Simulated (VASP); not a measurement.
A run of VASP 6.6.1:

The input INCAR:

```
  PREC = Accurate
  ENCUT = 520
  EDIFF = 1E-6
  ISMEAR = -1
  SIGMA = 0.05
  LREAL = F
  LASPH = T
  NELM = 150
  ALGO = Normal
  ISIF = 2
  LWAVE = F
  LCHARG = F
  ISPIN = 2
  MAGMOM = 1 1
  LORBIT = 11
  GGA = CA
  IBRION = 2
  NSW = 50
  EDIFFG = -0.01
```

File KPOINTS:

```
Automatic mesh
0
Gamma
  1 1 1
```

POSCAR

```
O
1.0
    9.0000000000      0.0000000000      0.0000000000
    0.0000000000      9.5000000000      0.0000000000
    0.0000000000      0.0000000000     10.0000000000
O
2
Direct
    0.5000000000      0.5000000000      0.4385000000
    0.5000000000      0.5000000000      0.5615000000
```

Potentials or basis: VASP PAW LDA potentials, release 64 (O).

Launch:

```bash
$ cat potpaw_LDA.64/O/POTCAR > POTCAR
$ mpirun -np 1 vasp_gam > vasp.out
```

Hardware: 1 thread of Intel(R) Xeon(R) Platinum 8488C (Sapphire Rapids) (shared host).

**Question.** Estimate the wall time of this run.

**Answer.** Run time: 110 s on 1 thread of Intel(R) Xeon(R) Platinum 8488C (Sapphire Rapids), on a shared host, peak memory 0.63 GiB. Counts: scf iterations 52, k points 1, ion steps 3.
